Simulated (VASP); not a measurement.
# WC: single point with r2SCAN+D3(BJ)

WC:

```
CELL_PARAMETERS angstrom
0.00000 2.19268 2.19268
2.19268 0.00000 2.19268
2.19268 2.19268 0.00000
ATOMIC_POSITIONS crystal
W 0.00000 0.00000 0.00000
C 0.50000 0.50000 0.50000
```

```json
{"Program": "VASP 6.6.1", "Task": "single point", "Functional": "r2SCAN", "Dispersion": "D3(BJ)", "Potentials or basis": "VASP PAW PBE potentials, release 64 (W_sv, C)", "Cutoff": "520 eV", "k mesh": "11 × 11 × 11", "Occupations": "gaussian, width 0.5 eV", "Spin": "no spin polarisation", "Dipole correction": "no", "Further INCAR settings": "ALGO = Normal; EDIFF = 1e-06; NBANDS = 16"}
```

| Quantity | Value |
| --- | --- |
| Pressure | -6.2 GPa |
| Band gap on the k mesh | zero (band 9 reaches 13.39 eV, above the bottom of band 10 at 10.18 eV) |
| Dispersion energy per atom | -0.215 eV |

Levels at points of the mesh, in eV from the Fermi level:
| k point | band 5 | band 6 | band 7 | band 8 | band 9 | band 10 | band 11 | band 12 | band 13 | band 14 |
| --- | --- | --- | --- | --- | --- | --- | --- | --- | --- | --- |
| (0.00, 0.00, 0.00) | -16.70 | -2.83 | -2.83 | -2.83 | -1.15 | -1.15 | -1.15 | -1.01 | -1.01 | 7.03 |

Run time: 84 s on 1 thread of AMD EPYC 7R13 Processor (Zen 3) (shared host), peak memory 0.13 GiB.

Caveat: the PAW data sets were made with another functional, which shifts forces and pressure a little; spin-orbit coupling is left out, which moves the levels of the heavy elements; pairwise dispersion overbinds metals, which lowers pressure and volume.
